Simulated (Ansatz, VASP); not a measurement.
## Al: VASP beside Ansatz

```xyz
2
Lattice="2.8891 0.0000 0.0000 -1.4446 2.5020 0.0000 0.0000 0.0000 4.5128" Properties=species:S:1:pos:R:3 pbc="T T T"
Al    1.4446    0.8340    3.3846
Al    0.0000    1.6680    1.1282
```

Alike in both runs: task single point; functional PBEsol; k mesh 24 × 24 × 14; occupations gaussian, width 0.15 eV; no spin polarisation.

|  | VASP | Ansatz |
| --- | --- | --- |
| version | VASP 6.6.1 | Ansatz 0.2.0 |
| potentials or method | VASP PAW PBE potentials, release 64 (Al), cutoff 520 eV | scalar-relativistic, plane waves, PAW |
| valence electrons in the cell | 6 | 6 |

```tsv
	VASP	Ansatz	Ansatz less VASP
gap on the k mesh at the Fermi level (eV)	none	none	-
pressure (GPa)	0.3	0.2	-0.06
traceless stress, the component that is largest in VASP (GPa)	2.56	2.54	-0.018
```

VASP's potentials were made for PBE, not for PBEsol. A gap of «none» marks a metal or a gap that the smearing closes.
